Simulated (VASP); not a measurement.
## TaN: single point with PBEsol

Crystal: TaN.

```
Ta N
1.0
     0.00000    2.15106    2.15106
     2.15106    0.00000    2.15106
     2.15106    2.15106    0.00000
Ta N
1 1
Cartesian
  2.1511 2.1511 2.1511
  0.0000 0.0000 0.0000
```

```yaml
Program: VASP 6.6.1
Task: single point
Functional: PBEsol
Potentials_or_basis: VASP PAW PBE potentials, release 64 (Ta_pv, N)
Cutoff: 520 eV
k_mesh: 10 × 10 × 10
Occupations: fermi-dirac, width 0.05 eV
Spin: no spin polarisation
```

```
Pressure               : 21.5 GPa
Band gap on the k mesh : zero (band 8 reaches 12.25 eV, above the bottom of band 9 at 7.81 eV)
```

Levels at points of the mesh, in eV from the Fermi level:
```
           k point  band 4  band 5  band 6  band 7  band 8  band 9  band 10  band 11  band 12  band 13
(0.00, 0.00, 0.00)  -19.37   -3.99   -3.99   -3.99   -2.35   -2.35    -2.35     0.01     0.01     2.12
(0.50, 0.00, 0.00)  -15.87  -10.98   -8.10   -8.10    2.09    2.09     2.20     4.00     8.26     8.26
(0.50, 0.50, 0.00)  -18.08   -6.76   -6.00   -4.77   -4.77    2.28     3.92     3.92     5.28     7.49
```

Run time: 8.9 s on 1 thread of Intel(R) Xeon(R) Platinum 8175M CPU @ 2.50GHz (Skylake/Cascade Lake) (shared host), peak memory 0.15 GiB.

Caveat: the PAW data sets were made with another functional, which shifts forces and pressure a little; spin-orbit coupling is left out, which moves the levels of the heavy elements.
